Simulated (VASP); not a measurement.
# Ti in VASP: notebook, part 2 of 2

VASP 6.6.1. Earlier steps stand in the parts before.

**3. Single point, PBEsol (volume scaled by 1.06)**

File INCAR:

```
ALGO = Normal
EDIFF = 1E-6
ENCUT = 520
GGA = PS
ISIF = 2
ISMEAR = -1
LASPH = True
LCHARG = True
LELF = True
LREAL = False
LVHAR = True
LWAVE = False
NBANDS = 19
NELM = 100
PREC = Accurate
SIGMA = 0.08
```

File KPOINTS:

```
k-points
0
Gamma
  13 13 7
```

File POSCAR:

```
Ti
1.0
    3.0078556446      0.0000000000      0.0000000000
   -1.5039278223      2.6048793991      0.0000000000
    0.0000000000      0.0000000000      4.7779056859
Ti
2
Direct
    0.3333333333      0.6666666667      0.2500000000
    0.6666666667      0.3333333333      0.7500000000
```

Potentials or basis: VASP PAW PBE potentials, release 64 (Ti_sv).

On the command line:

```console
cat potpaw_PBE.64/Ti_sv/POTCAR > POTCAR
mpirun -np 1 vasp_std > vasp.out
```

OUTCAR:

```text
EDIFF = 1E-6
   ENCUT = 520
   GGA = PS
   ISIF = 2
   ISMEAR = -1
   LASPH = True
   LREAL = False
   NELM = 100
   PREC = Accurate

 ion  position               nearest neighbor table
   1  0.333  0.667  0.250-
   2  0.667  0.333  0.750-

  LATTYP: Found a hexagonal cell.
 ALAT       =     3.0078556446
 C/A-ratio  =     1.5884757284

  Lattice vectors:

 A1 = (   3.0078556446,   0.0000000000,   0.0000000000)
 A2 = (  -1.5039278223,   2.6048793991,   0.0000000000)
 A3 = (   0.0000000000,   0.0000000000,   4.7779056859)

Analysis of symmetry for initial positions (statically):
=====================================================================
 Subroutine PRICEL returns:
 Original cell was already a primitive cell.

 Routine SETGRP: Setting up the symmetry group for a
 hexagonal supercell.

 Subroutine GETGRP returns: Found 24 space group operations
 (whereof 12 operations were pure point group operations)
 out of a pool of 24 trial point group operations.

The static configuration has the point symmetry D_3d.
[... 158 lines left out ...]
  ---------------------------------------------------
  free energy    TOTEN  =       -16.55004363 eV

  energy without entropy =      -16.49739403  energy(sigma->0) =      -16.52371883

 E-fermi :   7.4302     XC(G=0): -11.2816

 val. band max:        7.4275315824   @ k =   0.3846   0.2308   0.2857
 cond. band min:       7.4309847154   @ k =   0.0000   0.0000   0.4286
 fundamental gap:      0.0034531330
 Fermi energy:         7.4301787305

 k-point     1 :       0.0000    0.0000    0.0000
  band No.  band energies     occupation
      1     -49.3087      2.00000
      2     -49.2071      2.00000
      3     -25.9189      2.00000
      4     -25.4049      2.00000
      5     -25.4049      2.00000
      6     -25.3596      2.00000
[... 505 lines left out ...]
      6     -25.4264      2.00000
[... 11 lines left out ...]
     18       9.0834      0.00000
     19      10.4396      0.00000

 [... further k-points ...]

------------------------ aborting loop because EDIFF is reached ----------------------------------------

  FORCE on cell =-STRESS in cart. coord.  units (eV):
  Direction    XX          YY          ZZ          XY          YZ          ZX
  --------------------------------------------------------------------------------------
  -------------------------------------------------------------------------------------
  Total       -2.5251119     -2.5251119     -2.6573040     -0.0000000      0.0000000      0.0000000
  in kB     -108.0709631   -108.0709631   -113.7285844     -0.0000000      0.0000000      0.0000000
  external PRESSURE =    -109.9568368 kB  Pullay stress =       0.0000000 kB

 VOLUME and BASIS-vectors are now :
 -----------------------------------------------------------------------------
  energy-cutoff  :      520.00
  volume of cell :       37.44
      direct lattice vectors                 reciprocal lattice vectors
     3.007855645  0.000000000  0.000000000     0.332462764  0.191947466  0.000000000
    -1.503927822  2.604879399  0.000000000     0.000000000  0.383894932  0.000000000
     0.000000000  0.000000000  4.777905686     0.000000000  0.000000000  0.209296722

 POSITION                                       TOTAL-FORCE (eV/Angst)
 -----------------------------------------------------------------------------------
     -0.00000      1.73659      1.19448         0.000000      0.000000      0.000000
      1.50393      0.86829      3.58343         0.000000      0.000000      0.000000
 -----------------------------------------------------------------------------------
    total drift:                               -0.000000      0.000000     -0.000000

  FREE ENERGIE OF THE ION-ELECTRON SYSTEM (eV)
  ---------------------------------------------------
  free  energy   TOTEN  =       -16.5500436306 eV

  energy  without entropy=      -16.4973940287  energy(sigma->0) =      -16.52371883
```

OSZICAR:

```text
N       E                     dE             d eps       ncg     rms          rms(c)
DAV:   1     0.261397837353E+03    0.26140E+03   -0.12993E+04  3192   0.154E+03
DAV:   2     0.111426151613E+02   -0.25026E+03   -0.24631E+03  3278   0.438E+02
DAV:   3    -0.178136726272E+02   -0.28956E+02   -0.28611E+02  6002   0.122E+02
DAV:   4    -0.190924339669E+02   -0.12788E+01   -0.12776E+01  3683   0.269E+01
DAV:   5    -0.191580825072E+02   -0.65649E-01   -0.65630E-01  4855   0.430E+00    0.117E+01
DAV:   6    -0.165652570734E+02    0.25928E+01   -0.98023E+00  3738   0.302E+01    0.260E+00
DAV:   7    -0.165407681173E+02    0.24489E-01   -0.74710E-01  4782   0.585E+00    0.201E+00
DAV:   8    -0.165570636140E+02   -0.16295E-01   -0.18967E-01  3591   0.511E+00    0.620E-01
DAV:   9    -0.165496547506E+02    0.74089E-02   -0.46351E-02  3724   0.203E+00    0.691E-02
DAV:  10    -0.165499454374E+02   -0.29069E-03   -0.23864E-03  4700   0.290E-01    0.840E-02
DAV:  11    -0.165500482581E+02   -0.10282E-03   -0.19745E-04  3795   0.911E-02    0.318E-02
DAV:  12    -0.165500437964E+02    0.44617E-05   -0.27938E-05  4352   0.392E-02    0.119E-02
DAV:  13    -0.165500436306E+02    0.16582E-06   -0.23240E-06  3168   0.139E-02
   1 F= -.16550044E+02 E0= -.16523719E+02  d E =-.526496E-01
```

It took 21 s on 1 thread of Intel Xeon 6975P-C (Granite Rapids), shared host; peak memory 0.17 GiB.

Results:

```
Free energy            : -16.5500 eV
Pressure               : -11.0 GPa
Band gap on the k mesh : zero (band 12 reaches 8.18 eV, above the bottom of band 13 at 7.15 eV)
```

Stress tensor (GPa, compression positive):
```
-10.81   0.00   0.00
  0.00 -10.81   0.00
  0.00   0.00 -11.37
```

Caveat: the PAW data sets were made with another functional, which shifts forces and pressure a little.

**4. Single point, PBEsol (equal xy, yz and zx shear strains of -2 %)**

File INCAR:

```
  PREC = Accurate
  ENCUT = 520
  EDIFF = 1E-7
  ISMEAR = -1
  SIGMA = 0.08
  LREAL = False
  LASPH = True
  NELM = 60
  ALGO = Normal
  ISIF = 2
  LWAVE = False
  LCHARG = False
  GGA = PS
  NBANDS = 19
```

File KPOINTS:

```
regular mesh
0
Gamma
  13 13 7
```

File POSCAR:

```
Ti
1.0
    2.9499978604     -0.0294999786     -0.0294999786
   -1.5005466611      2.5695230775     -0.0107977416
   -0.0468600000     -0.0468600000      4.6860000000
Ti
2
Direct
    0.3333333333      0.6666666667      0.2500000000
    0.6666666667      0.3333333333      0.7500000000
```

On the command line:

```console
cat potpaw_PBE.64/Ti_sv/POTCAR > POTCAR
mpirun -np 1 vasp_std > vasp.out
```

Run time: 9.6 min. Hardware: 1 thread of Oxide Virtual Turin-like, shared host; peak memory 0.38 GiB.

Results (log left out):

```yaml
Free_energy: -16.6576 eV
Pressure: -6.0 GPa
Largest_force: 0.052 eV/Å
Band_gap_on_the_k_mesh: zero (band 12 reaches 8.76 eV, above the bottom of band 13 at 7.67 eV)
```

Forces in eV/Å, atoms in the order of the input:
```
Ti   0.052  0.001  0.007
Ti  -0.052 -0.001 -0.007
```

Stress tensor (GPa, compression positive):
```
-5.81  1.22  0.81
 1.22 -5.79  0.80
 0.81  0.80 -6.30
```

Levels at points of the mesh, in eV from the Fermi level:
```csv
k point,band 9,band 10,band 11,band 12,band 13,band 14,band 15,band 16
"(0.00, 0.00, 0.00)",-6.15,-2.64,0.66,0.74,0.87,0.91,1.16,1.37
```

Caveat: the cell differs from its parent crystal (equal xy, yz and zx shear strains of -2 %); the PAW data sets were made with another functional, which shifts forces and pressure a little.

**5. Single point, PBEsol (equal xy, yz and zx shear strains of +1 %)**

File INCAR:

```
SYSTEM = Ti
PREC = Accurate ; ENCUT = 520
EDIFF = 1E-6 ; ISMEAR = -1
SIGMA = 0.08 ; LREAL = .FALSE.
LASPH = .TRUE. ; NELM = 60
ALGO = Normal ; ISIF = 2
LWAVE = .FALSE. ; LCHARG = .TRUE.
GGA = PS ; LELF = .TRUE.
LVHAR = .TRUE. ; NBANDS = 19
```

File KPOINTS:

```
Automatic mesh
0
G
  13 13 7
  0 0 0
```

File POSCAR:

```
Ti
1.0
    2.9499978604      0.0147499893      0.0147499893
   -1.4622250648      2.5473980936      0.0053988708
    0.0234300000      0.0234300000      4.6860000000
Ti
2
Direct
    0.3333333333      0.6666666667      0.2500000000
    0.6666666667      0.3333333333      0.7500000000
```

On the command line:

```console
cat potpaw_PBE.64/Ti_sv/POTCAR > POTCAR
mpirun -np 1 vasp_std > vasp.out
```

Wall time 9.6 min (1 thread of Oxide Virtual Turin-like, shared host); peak memory 0.38 GiB.

The run converged. Its results:

```yaml
Free_energy: -16.6620 eV
Pressure: -6.0 GPa
Largest_force: 0.025 eV/Å
Band_gap_on_the_k_mesh: zero (band 12 reaches 8.75 eV, above the bottom of band 13 at 7.69 eV)
```

Forces on the atoms (eV/Å):
```
Ti  -0.025  0.000  0.001
Ti   0.025  0.000 -0.001
```

Stress tensor (GPa, compression positive):
```
-5.81 -0.58 -0.38
-0.58 -5.80 -0.38
-0.38 -0.38 -6.30
```

Levels at points of the mesh, in eV from the Fermi level:
```tsv
k point	band 8	band 9	band 10	band 11	band 12	band 13	band 14	band 15	band 16	band 17
(0.00, 0.00, 0.00)	-32.59	-6.16	-2.64	0.72	0.73	0.84	0.87	1.21	1.32	1.61
```

Caveat: the cell differs from its parent crystal (equal xy, yz and zx shear strains of +1 %); the PAW data sets were made with another functional, which shifts forces and pressure a little.

**6. The runs side by side**

| cell | gap on the mesh (eV) | pressure (GPa) | largest force (eV/Å) |
| --- | --- | --- | --- |
| a = 3.038, b = 3.038, c = 4.686 Å, angles 90.0, 90.0, 120.0°, 2 atoms | none | -11.0 | - |
| a = 3.008, b = 3.008, c = 4.778 Å, angles 90.0, 90.0, 120.0°, 2 atoms | none | -11.0 | - |
| a = 2.950, b = 2.976, c = 4.686 Å, angles 90.4, 91.1, 120.9°, 2 atoms | none | -6.0 | 0.05 |
| a = 2.950, b = 2.937, c = 4.686 Å, angles 89.8, 89.4, 119.6°, 2 atoms | none | -6.0 | 0.03 |

Alike in all rows: task single point; level PBEsol; potentials or basis VASP PAW PBE potentials, release 64 (Ti_sv); no spin polarisation; k mesh 13 × 13 × 7; cutoff (eV) 520; smearing fermi-dirac 0.08 eV.

Caveats: the PAW data sets were made with another functional, which shifts forces and pressure a little.

Total energies depend on the potentials used, so only differences within one code and one set of settings carry meaning.
